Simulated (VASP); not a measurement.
Runs of VASP 6.6.1 on Al3Cu. It takes space group P4/mmm (No. 123, tetragonal). Conventional cell: a = 2.778 Å, b = 2.778 Å, c = 7.513 Å, α = 90.00°, β = 90.00°, γ = 90.00°. Al (site symmetry 4/mmm) has 12 Al at 2.78 to 2.85 Å within 3.7 Å. Within 3.4 Å of Al (site symmetry 4mm) lie 4 Cu at 2.60 Å and 9 Al at 2.78 to 3.40 Å. Within 3.4 Å of Cu (site symmetry 4/mmm) lie 8 Al at 2.60 Å and 4 Cu at 2.78 Å. 

```tsv
k mesh	gap on the mesh (eV)	pressure (GPa)	largest force (eV/Å)
12 × 12 × 6	none	0.4	0.15
12 × 12 × 6, shifted	none	(b)	0.15
1 × 1 × 1	3.94	-15.0	(a)
10 × 10 × 4	none	0.4	0.12
8 × 8 × 4	none	0.4	0.11
10 × 10 × 4, shifted	none	0.3	0.05
14 × 14 × 6	none	0.3	0.15
```

Alike in all rows: task single point; level r2SCAN; potentials or basis VASP PAW PBE potentials, release 64 (Al, Cu); no spin polarisation; cell as given; cutoff (eV) 520; smearing gaussian 0.1 eV.

Task: Fill in the values left out.

Result: (a) 5.05; (b) 0.2.

Caveats: some runs use coarse meshes; the PAW data sets were made with another functional, which shifts forces and pressure a little.

A k mesh can miss the band edges.

A gap of «none» marks levels without a gap at the run's occupations.
